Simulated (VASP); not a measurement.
Wanted: the native input for a VASP 6.6.1 run.

* Task: single point
* Functional: PBEsol
* Potentials or basis: VASP PAW PBE potentials, release 64 (Ta_pv, N)
* Cutoff: 520 eV
* k mesh: 12 × 6 × 1
* Occupations: gaussian, width 0.1 eV
* Spin: no spin polarisation
* Dipole correction: no
* Further INCAR settings: LREAL = Auto; ALGO = Fast; EDIFF = 1e-07; NBANDS = 96

The structure of TaN lies in POSCAR:

```
TaN
1.0
    2.8894657411      0.0000000000      0.0000000000
    0.0000000000      5.8607958163      0.0000000000
    0.0000000000      0.0000000000     26.6776367642
Ta N
10 10
Direct
    0.5000000000      0.0000000000      0.2811343473
    0.5000000000      0.5000000000      0.2811343473
    0.0000000000      0.0000000000      0.3749339128
    0.0000000000      0.5000000000      0.3749339128
    0.5000000000      0.0000000000      0.4687334782
    0.5000000000      0.5000000000      0.4687334782
    0.0000000000      0.0000000000      0.5625330436
    0.0000000000      0.5000000000      0.5625330436
    0.5000000000      0.0000000000      0.6563326091
    0.5000000000      0.5000000000      0.6563326091
    0.0000000000      0.7500000000      0.3124008691
    0.5000000000      0.2500000000      0.3436673909
    0.5000000000      0.7500000000      0.4062004346
    0.0000000000      0.2500000000      0.4374669564
    0.0000000000      0.7500000000      0.5000000000
    0.5000000000      0.2500000000      0.5312665218
    0.5000000000      0.7500000000      0.5937995654
    0.0000000000      0.2500000000      0.6250660872
    0.0000000000      0.7500000000      0.6875991309
    0.5000000000      0.2500000000      0.7188656527
```

These files were run (other wordings do the same):

INCAR

```
SYSTEM = TaN
ALGO = Fast
EDIFF = 1E-7
ENCUT = 520
GGA = PS
ISIF = 2
ISMEAR = 0
LASPH = .True.
LCHARG = .False.
LREAL = Auto
LWAVE = .False.
NBANDS = 96
NELM = 60
PREC = Accurate
SIGMA = 0.1
```

KPOINTS

```
k-points
0
Gamma
  12 6 1
  0 0 0
```

Potentials or basis: VASP PAW PBE potentials, release 64 (Ta_pv, N).

The run is started by

```sh
$ cat potpaw_PBE.64/Ta_pv/POTCAR potpaw_PBE.64/N/POTCAR > POTCAR
$ mpirun -np 1 vasp_std > vasp.out
```

Results of the run:

```
Largest force          : 5.029 eV/Å
Band gap on the k mesh : zero (bands 80 and 81 overlap by 0.46 eV)
```

Caveat: there is no dipole correction, which matters where the two faces differ; the PAW data sets were made with another functional, which shifts forces and pressure a little; spin-orbit coupling is left out, which moves the levels of the heavy elements.

It took 75 min on 1 thread of Oxide Virtual Turin-like Processor, with other jobs on the host, peak memory 0.95 GiB.
